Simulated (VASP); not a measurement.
CdS:

```
Cd S
1.0
     0.00000    2.93921    2.93921
     2.93921    0.00000    2.93921
     2.93921    2.93921    0.00000
Cd S
1 1
Direct
  0.00000 0.00000 0.00000
  0.25000 0.25000 0.25000
```

Base run:

* Program: VASP 6.6.1
* Functional: PBE0
* Potentials or basis: VASP PAW PBE potentials, release 64 (Cd, S)
* Cutoff: 520 eV
* k mesh: 6 × 6 × 6
* Occupations: gaussian, width 0.01 eV
* Spin: no spin polarisation

Its results: band gap on the k mesh 2.77 eV, direct; pressure 0.3 GPa.

Task: The run is repeated on the same cell with these changes: functional from PBE0 to PBE; cutoff from 520 eV to 500 eV; k mesh from 6 × 6 × 6 to 4 × 4 × 4. What comes out?

Result: Band gap on the k mesh 1.09 eV, direct; pressure 1.9 GPa.

Several settings changed at once, so the effect can't be laid on one alone.

Caveats: some runs use coarse meshes; the PAW data sets were made with another functional, which shifts forces and pressure a little (some runs).

